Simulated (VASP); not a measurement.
# Pt (Fm-3m) in VASP: density of states with LDA

Aim: the density of states of Pt with LDA.

All numbers are computed with VASP 6.6.1; they aren't measurements. Logs are shortened: lines on timing, memory, paths and dates and some standing lists are left out, and cuts for length are marked.

### Step 1. The cell of the first run

Symmetry: Fm-3m, No. 225, cubic system. Conventional cell: a = 3.894 Å, b = 3.894 Å, c = 3.894 Å, α = 90.00°, β = 90.00°, γ = 90.00°. Pt (site symmetry m-3m) has 12 Pt at 2.75 Å within 3.6 Å.

### Step 2. Density of states, LDA

Contents of POSCAR:

```
Pt
1.0
    0.0000000000      1.9468138847      1.9468138847
    1.9468138847      0.0000000000      1.9468138847
    1.9468138847      1.9468138847      0.0000000000
Pt
1
Direct
    0.0000000000      0.0000000000      0.0000000000
```

Contents of INCAR.step1:

```
SYSTEM = Pt
ALGO = Normal
EDIFF = 1E-6
ENCUT = 520
ISIF = 2
ISMEAR = 0
LASPH = .True.
LCHARG = .True.
LMAXMIX = 4
LREAL = .False.
LWAVE = .False.
NBANDS = 11
NELM = 100
PREC = Accurate
SIGMA = 0.05
```

Contents of KPOINTS.step1:

```
k-points
0
Gamma
  18 18 18
  0 0 0
```

Contents of INCAR.step2:

```
SYSTEM = Pt
ALGO = Normal
EDIFF = 1E-6
ENCUT = 520
ICHARG = 11
ISIF = 2
ISMEAR = -5
LASPH = .True.
LCHARG = .False.
LMAXMIX = 4
LORBIT = 11
LREAL = .False.
LWAVE = .False.
NEDOS = 1001
NELM = 100
PREC = Accurate
SIGMA = 0.05
```

Contents of KPOINTS.step2:

```
k-points
0
Gamma
  27 27 27
  0 0 0
```

Potentials or basis: VASP PAW LDA potentials, release 64 (Pt).

The run is started by

```bash
$ cat potpaw_LDA.64/Pt/POTCAR > POTCAR
$ cp INCAR.step1 INCAR
$ cp KPOINTS.step1 KPOINTS
$ mpirun -np 1 vasp_std > vasp.out
$ cp INCAR.step2 INCAR
$ cp KPOINTS.step2 KPOINTS
$ mpirun -np 1 vasp_std > vasp.out
```

OUTCAR:

```text
SYSTEM = Pt
   EDIFF = 1E-6
   ENCUT = 520
   ICHARG = 11
   ISIF = 2
   ISMEAR = -5
   LASPH = .True.
   LORBIT = 11
   LREAL = .False.
   NELM = 100
   PREC = Accurate

 ion  position               nearest neighbor table
   1  0.000  0.000  0.000-

  LATTYP: Found a face centered cubic cell.
 ALAT       =     3.8936277694

  Lattice vectors:

 A1 = (   0.0000000000,   1.9468138847,   1.9468138847)
 A2 = (   1.9468138847,   0.0000000000,   1.9468138847)
 A3 = (   1.9468138847,   1.9468138847,   0.0000000000)

Analysis of symmetry for initial positions (statically):
=====================================================================
 Subroutine PRICEL returns:
 Original cell was already a primitive cell.

 Routine SETGRP: Setting up the symmetry group for a
 face centered cubic supercell.

 Subroutine GETGRP returns: Found 48 space group operations
 (whereof 48 operations were pure point group operations)
 out of a pool of 48 trial point group operations.

The static configuration has the point symmetry O_h .

Analysis of symmetry for dynamics (positions and initial velocities):
=====================================================================
 Subroutine PRICEL returns:
 Original cell was already a primitive cell.

 Routine SETGRP: Setting up the symmetry group for a
 face centered cubic supercell.

 Subroutine GETGRP returns: Found 48 space group operations
 (whereof 48 operations were pure point group operations)
 out of a pool of 48 trial point group operations.

The dynamic configuration has the point symmetry O_h .

 Subroutine INISYM returns: Found 48 space group operations
 (whereof 48 operations are pure point group operations),
 and found     1 'primitive' translations

----------------------------------------------------------------------------------------

                                     Primitive cell

  volume of cell :      14.7572

  direct lattice vectors                    reciprocal lattice vectors
     0.000000000  1.946813885  1.946813885    -0.256829892  0.256829892  0.256829892
     1.946813885  0.000000000  1.946813885     0.256829892 -0.256829892  0.256829892
     1.946813885  1.946813885  0.000000000     0.256829892  0.256829892 -0.256829892

  length of vectors
     2.753210599  2.753210599  2.753210599     0.444842422  0.444842422  0.444842422

  position of ions in fractional coordinates (direct lattice)
     0.000000000  0.000000000  0.000000000

  ion indices of the primitive-cell ions
   primitive index   ion index
                 1           1
[... 76 lines left out ...]
   EDIFFG = 0.1E-04   stopping-criterion for IOM
   NSW    =      0    number of steps for IOM
   IBRION =     -1    ionic relax: 0-MD 1-quasi-New 2-CG
   NFREE  =      0    steps in history (QN), initial steepest desc. (CG)
   ISIF   =      2    stress and relaxation
   ISYM   =      2    0-nonsym 1-usesym 2-fastsym
   POTIM  = 0.5000    time-step for ionic-motion
   TEBEG  =    0.0;   TEEND  =   0.0 temperature during run
   PSTRESS=    0.0 pullay stress
   NELECT =      10.0000    total number of electrons
   NUPDOWN=      -1.0000    fix difference up-down
   EMIN   =  10.00;   EMAX   =-10.00  energy-range for DOS
   EFERMI =   0.00;   METHOD = LEGACY
   ISMEAR =    -5;   SIGMA  =   0.05  broadening in eV -4-tet -1-fermi 0-gaus
   EFERMI_NEDOS =   21; number of points for ismear=-14 and -15
   IALGO  =     38    algorithm
   IMIX   =      4    mixing-type and parameters
     AMIX     =   0.40;   BMIX     =  1.00
     AMIX_MAG =   1.60;   BMIX_MAG =  1.00
  volume/ion in A,a.u.               =      14.76        99.59
  Fermi-wavevector in a.u.,A,eV,Ry     =   1.437939  2.717310 28.132330  2.067668
  Thomas-Fermi vector in A             =   2.556961
   LORBIT       =     11    0 simple, 1 ext, 2 COOP (PROOUT), +10 PAW based schemes
   GGA     = CA    functional components
   LHFCALC =     F    Hartree Fock is set to
   AEXX    =    0.0000 exact exchange contribution
   IVDW    =     0    specifies the selected vdW correction
   LEPSILON=     F    determine dielectric tensor
   LRPA    =     F    only Hartree local field effects (RPA)
 non-spin polarized calculation
 Fermi weights with tetrahedron method with Bloechl corrections
  energy-cutoff  :      520.00
  volume of cell :       14.76
 maximum number of plane-waves:       411

 number of electron      10.0000000 magnetization

 Free energy of the ion-electron system (eV)
  ---------------------------------------------------
  ext. energy  EPLUGINS =         0.00000000
  ---------------------------------------------------
  free energy    TOTEN  =        -7.50517839 eV

  energy without entropy =       -7.50517839  energy(sigma->0) =       -7.50517839

 E-fermi :  11.5560     XC(G=0): -13.8140

 val. band max:       11.5951581435   @ k =   0.4444   0.1111   0.0000
 cond. band min:      11.4783900199   @ k =   0.4074   0.4074   0.0000
 fundamental gap:     -0.1167681236
 Fermi energy:        11.5560050385

 k-point     1 :       0.0000    0.0000    0.0000
  band No.  band energies     occupation
      1       1.0757      2.00000
      2       7.6105      2.00000
      3       7.6105      2.00000
      4       7.6105      2.00000
      5       9.8818      2.00000
      6       9.8818      2.00000
      7      26.1245      0.00000
      8      31.1694      0.00000
      9      31.1694      0.00000
[... 265 lines left out ...]
 k-point    24 :       0.3704    0.0370    0.0000
  band No.  band energies     occupation
      1       3.9497      2.00000
      2       7.7153      2.00000
      3       7.8097      2.00000
      4       8.4800      2.00000
      5      10.8807      2.00000
      6      11.0828      2.00000
      7      21.1427      0.00000
      8      26.7059      0.00000
      9      31.8818      0.00000

 [... further k-points ...]
[... 5 lines left out ...]
  --------------------------------------------------------------------------------------
  -------------------------------------------------------------------------------------
  Total        0.0990330      0.0990330      0.0990330      0.0000000      0.0000000      0.0000000
  in kB       10.7519515     10.7519515     10.7519515      0.0000000      0.0000000      0.0000000
  external PRESSURE =      10.7519515 kB  Pullay stress =       0.0000000 kB

 VOLUME and BASIS-vectors are now :
 -----------------------------------------------------------------------------
  energy-cutoff  :      520.00
  volume of cell :       14.76
      direct lattice vectors                 reciprocal lattice vectors
     0.000000000  1.946813885  1.946813885    -0.256829892  0.256829892  0.256829892
     1.946813885  0.000000000  1.946813885     0.256829892 -0.256829892  0.256829892
     1.946813885  1.946813885  0.000000000     0.256829892  0.256829892 -0.256829892

 POSITION                                       TOTAL-FORCE (eV/Angst)
 -----------------------------------------------------------------------------------
      0.00000      0.00000      0.00000         0.000000     -0.000000      0.000000
 -----------------------------------------------------------------------------------
    total drift:                                0.000000      0.000000      0.000000

  FREE ENERGIE OF THE ION-ELECTRON SYSTEM (eV)
  ---------------------------------------------------
  free  energy   TOTEN  =        -7.5051783918 eV

  energy  without entropy=       -7.5051783918  energy(sigma->0) =       -7.50517839

 total charge

# of ion       s       p       d       tot
------------------------------------------
    1        0.651   0.639   8.072   9.362
```

OUTCAR.step1:

```text
SYSTEM = Pt
   EDIFF = 1E-6
   ENCUT = 520
   ISIF = 2
   ISMEAR = 0
   LASPH = .True.
[... 553 lines left out ...]
 -----------------------------------------------------------------------------------
      0.00000      0.00000      0.00000        -0.000000      0.000000     -0.000000
 -----------------------------------------------------------------------------------
    total drift:                                0.000000      0.000000      0.000000

  FREE ENERGIE OF THE ION-ELECTRON SYSTEM (eV)
  ---------------------------------------------------
  free  energy   TOTEN  =        -7.5030379378 eV

  energy  without entropy=       -7.5002892556  energy(sigma->0) =       -7.50166360
```

Run time: 83 s. Hardware: 1 thread of AMD EPYC 7R13, shared host; peak memory 0.19 GiB.

Results:

```
Valence electrons inside the program's atomic spheres : Pt 9.36
```

Caveat: spin-orbit coupling is left out, which moves the levels of the heavy elements; tetrahedron occupations give inexact forces and stress in metals.
